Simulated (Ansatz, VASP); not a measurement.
LaRhS3 in VASP and in Ansatz

Contents of INCAR:

```
PREC = Accurate ; ENCUT = 600
EDIFF = 1E-7 ; ISMEAR = 0
SIGMA = 0.1 ; LREAL = F
LASPH = T ; NELM = 150
ALGO = Normal ; ISIF = 3
LWAVE = F ; LCHARG = F
ISPIN = 2 ; MAGMOM = 0 1 0 0 0
LORBIT = 11 ; LMAXMIX = 6
GGA = PE ; IBRION = 2
NSW = 90 ; EDIFFG = -0.04
```

File KPOINTS:

```
regular mesh
0
Gamma
  4 4 4
```

Contents of POSCAR:

```
LaRhS3
1.0
    4.7918152700      0.0000000000      0.0000000000
    0.0000000000      4.7918152700      0.0000000000
    0.0000000000      0.0000000000      4.7918152700
La Rh S
1 1 3
Direct
    0.5000000000      0.5000000000      0.5000000000
    0.0000000000      0.0000000000      0.0000000000
    0.0000000000      0.5000000000      0.5000000000
    0.5000000000      0.5000000000      0.0000000000
    0.5000000000      0.0000000000      0.5000000000
```

Input for Ansatz:

```yaml
crystal:
  lattice:
    - [4.79181527, 0.0, 0.0]
    - [0.0, 4.79181527, 0.0]
    - [0.0, 0.0, 4.79181527]
  atoms:
    - { symbol: La, position: [0.5, 0.5, 0.5] }
    - { symbol: Rh, position: [0.0, 0.0, 0.0], spin: 1.0 }
    - { symbol: S, position: [0.0, 0.5, 0.5] }
    - { symbol: S, position: [0.5, 0.5, 0.0] }
    - { symbol: S, position: [0.5, 0.0, 0.5] }
basis:
  ecutwfc: 420
kpoints:
  mp_grid: { grid: [4, 4, 4] }
hamiltonian:
  xc: pbe
scf:
  occupations: { method: gaussian, width: 0.1 }
  lower_state_search: "off"
output:
  forces: true
  stress: true
  eigenvalues: true
  populations: true
magnetization:
  spin_polarized: true
relax:
  adjacent_minimum: "off"
  f_tol: 0.04
  max_steps: 70
  cell: { stress_tol: 0.4 }
```

Change from the starting cell: species swapped into the CuNi3N type (Pm-3m, No. 221).

Alike in both runs: task relaxation of cell and atoms; functional PBE; k mesh 4 × 4 × 4; occupations gaussian, width 0.1 eV; collinear spin.

|  | VASP | Ansatz |
| --- | --- | --- |
| version | VASP 6.6.1 | Ansatz 0.2.0 |
| potentials or method | VASP PAW PBE potentials, release 64 (La, Rh_pv, S), cutoff 600 eV | scalar-relativistic, plane waves, PAW |
| valence electrons in the cell | 44 | 46 |

VASP gave:

```
gap on the k mesh at the Fermi level, each at its own relaxed structure (eV) : none
net moment per atom (μB)                                                     : 0.79
size of the moment on the site where the two differ most (μB)                : 0.43
relaxed volume (Å³/atom)                                                     : 32.78
relaxed cell length with the largest relative difference (Å)                 : 5.473
```

Task: Estimate Ansatz's values.

Result: gap on the k mesh at the Fermi level, each at its own relaxed structure (eV): none; net moment per atom (μB): 0.79; size of the moment on the site where the two differ most (μB): 0.53; relaxed volume (Å³/atom): 32.56; relaxed cell length with the largest relative difference (Å): 5.460.

Site moments also hang on the region over which each program counts them. A gap of «none» marks a metal or a gap that the smearing closes. VASP's potentials hold 44 valence electrons a cell and Ansatz's 46, so a difference there can come from the potentials and not from the codes.

Neither program's run includes spin-orbit coupling. Noted on VASP's run: the volume moved by over 15 % at a fixed basis, so the end points are rough.
